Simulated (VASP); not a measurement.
Input of a VASP 6.6.1 run:

File INCAR:

```
PREC     = Accurate       # precision mode
ENCUT    = 520            # plane-wave cutoff, eV
EDIFF    = 1E-6           # SCF threshold, eV
ISMEAR   = 0              # smearing method
SIGMA    = 0.05           # smearing width, eV
LREAL    = F              # projectors in reciprocal space
LASPH    = T              # aspherical terms in the spheres
NELM     = 100            # most SCF steps
ALGO     = Normal         # electronic algorithm
ISIF     = 2              # what is computed and relaxed
LWAVE    = F              # write WAVECAR
LCHARG   = F              # write CHGCAR
GGA      = PE             # functional
NBANDS   = 16             # bands
```

The input KPOINTS:

```
Automatic mesh
0
Gamma
  10 10 10
```

Contents of POSCAR:

```
ZnS
1.0
    0.0000000000      2.7046500000      2.7046500000
    2.7046500000      0.0000000000      2.7046500000
    2.7046500000      2.7046500000      0.0000000000
Zn S
1 1
Direct
   -0.0133416123     -0.0133416123     -0.0133416123
    0.7500000000      0.7500000000      0.7500000000
```

Potentials or basis: VASP PAW PBE potentials, release 64 (Zn, S).

Launch:

```sh
$ cat potpaw_PBE.64/Zn/POTCAR potpaw_PBE.64/S/POTCAR > POTCAR
$ mpirun -np 1 vasp_std > vasp.out
```

What does it give for the largest force?

0.959 eV/Å.

Predict the band gap on the k mesh.

2.05 eV, direct.

Estimate the pressure.

2.2 GPa.

Forces on the atoms (eV/Å):
```
Zn   0.554  0.554  0.554
S   -0.554 -0.554 -0.554
```

Caveat: the cell differs from its parent crystal (all Zn atoms moved +0.125 Å, as atom 1 towards its neighbour atom 2 (S) at 2.342 Å).
